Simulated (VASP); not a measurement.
Write the native input for VASP 6.6.1 that does the following.

```
Task                               : single point
Functional                         : PBE0
Potentials or basis                : VASP PAW PBE potentials, release 64 (Cs_sv, Cl)
Cutoff                             : 400 eV
k mesh                             : 4 × 4 × 4
Occupations                        : gaussian, width 0.01 eV
Spin                               : no spin polarisation
Dipole correction                  : no
Grid for exact exchange (PRECFOCK) : Normal
Further INCAR settings             : ALGO = Normal; EDIFF = 1e-06; NBANDS = 15
Share of exact exchange            : 0.25
```

CsCl:

```
Cs Cl
1.0
     4.13683    0.00000    0.00000
     0.00000    4.13683    0.00000
     0.00000    0.00000    4.13683
Cs Cl
1 1
Direct
  0.00000 0.00000 0.00000
  0.50000 0.50000 0.50000
```

One way to write it, as run:

POSCAR

```
CsCl
1.0
    4.1368323970      0.0000000000      0.0000000000
    0.0000000000      4.1368323970      0.0000000000
    0.0000000000      0.0000000000      4.1368323970
Cs Cl
1 1
Direct
    0.0000000000      0.0000000000      0.0000000000
    0.5000000000      0.5000000000      0.5000000000
```

INCAR.step1

```
PREC = Accurate ; ENCUT = 400
EDIFF = 1E-5 ; ISMEAR = 0
SIGMA = 0.01 ; LREAL = False
LASPH = True ; NELM = 120
ALGO = Normal ; ISIF = 2
LWAVE = True ; LCHARG = False
NBANDS = 15 ; GGA = PE
GGA_COMPAT = False
```

INCAR.step2

```
PREC = Accurate ; ENCUT = 400
EDIFF = 1E-6 ; ISMEAR = 0
SIGMA = 0.01 ; LREAL = False
LASPH = True ; NELM = 120
ALGO = Normal ; ISIF = 2
LWAVE = False ; LCHARG = False
GGA = PE ; LHFCALC = True
AEXX = 0.25 ; PRECFOCK = Normal
NBANDS = 15 ; ISTART = 1
GGA_COMPAT = False
```

KPOINTS

```
Automatic mesh
0
Gamma
  4 4 4
```

Potentials or basis: VASP PAW PBE potentials, release 64 (Cs_sv, Cl).

Command:

```console
$ cat potpaw_PBE.64/Cs_sv/POTCAR potpaw_PBE.64/Cl/POTCAR > POTCAR
$ cp INCAR.step1 INCAR
$ mpirun -np 1 vasp_std > vasp.out
$ cp INCAR.step2 INCAR
$ mpirun -np 1 vasp_std > vasp.out
```

Results of the run:

The pressure is 0.3 GPa and the band gap on the k mesh is 7.26 eV.

Caveat: the PAW data sets were made with another functional, which shifts forces and pressure a little; spin-orbit coupling is left out, which moves the levels of the heavy elements.

Wall time 5.9 min on 1 thread of AMD EPYC 7R43 64-Core Processor (Zen 3) (shared host), peak memory 0.13 GiB.
